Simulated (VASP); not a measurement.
Runs of VASP 6.6.1 on As. The structure is that of space group Fd-3m (No. 227), or close to it. The cells are those of the table. 

```csv
task,cell,cutoff (eV),gap on the mesh (eV),pressure (GPa)
relaxation of cell and atoms,"relaxed to 10 GPa from a = 4.292 Å, angles 60.0°, 2 atoms",600,none,10.1
single point,"a = 3.894 Å, angles 60.0°, 2 atoms",520,none,20.8
relaxation of cell and atoms,"relaxed to 5 GPa from a = 4.292 Å, angles 60.0°, 2 atoms",600,none,5.0
single point,"a = 4.019 Å, angles 60.0°, 2 atoms",520,none,(a)
single point,"a = 4.214 Å, angles 60.0°, 2 atoms",520,none,0.2
single point,"a = 4.103 Å, angles 60.0°, 2 atoms",520,none,5.4
relaxation of cell and atoms,"relaxed to 20 GPa from a = 4.292 Å, angles 60.0°, 2 atoms",600,none,20.0
relaxation of cell and atoms,"relaxed from a = 4.292 Å, angles 60.0°, 2 atoms",600,none,0.0
```

Alike in all rows: level LDA; potentials or basis VASP PAW LDA potentials, release 64 (As); no spin polarisation; k mesh 12 × 12 × 12; smearing fermi-dirac 0.1 eV.

**Question.** Estimate the missing entries.

**Answer.** (a) 10.5.

Caveats: the cell is relaxed towards a set pressure, so the enthalpy falls and the energy may rise (some runs).

A k mesh can miss the band edges, and the runs leave out spin-orbit coupling on As.

A gap of «none» marks levels without a gap at the run's occupations.
